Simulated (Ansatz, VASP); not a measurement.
## Two plane-wave programs on SnPtSe3

```xyz
5
Lattice="5.7820 0.0000 0.0000 -2.8910 5.0074 0.0000 0.0000 0.0000 5.1790" Properties=species:S:1:pos:R:3 pbc="T T T"
Sn    0.0000    0.0000    2.5895
Pt    0.0000    0.0000    0.0000
Se    2.8910    0.0000    0.0000
Se   -1.4455    2.5037    0.0000
Se    1.4455    2.5037    0.0000
```

Alike in both runs: task single point; functional PBE; k mesh 3 × 3 × 4; occupations gaussian, width 0.1 eV; no spin polarisation.

|  | VASP | Ansatz |
| --- | --- | --- |
| version | VASP 6.6.1 | Ansatz 0.2.0 |
| potentials or method | VASP PAW PBE potentials, release 64 (Sn_d, Pt, Se), cutoff 500 eV | scalar-relativistic, plane waves, PAW |
| valence electrons in the cell | 42 | 80 |

```tsv
	VASP	Ansatz	Ansatz less VASP
gap on the k mesh at the Fermi level (eV)	none	none	-
pressure (GPa)	-1.5	-1.5	+0.03
traceless stress, the component that is largest in VASP (GPa)	0.88	0.85	-0.031
```

A gap of «none» marks a metal or a gap that the smearing closes. VASP's potentials hold 42 valence electrons a cell and Ansatz's 80, so a difference there can come from the potentials and not from the codes.

The k mesh is coarse, so the values compare programs but aren't converged. Spin-orbit coupling is off throughout.
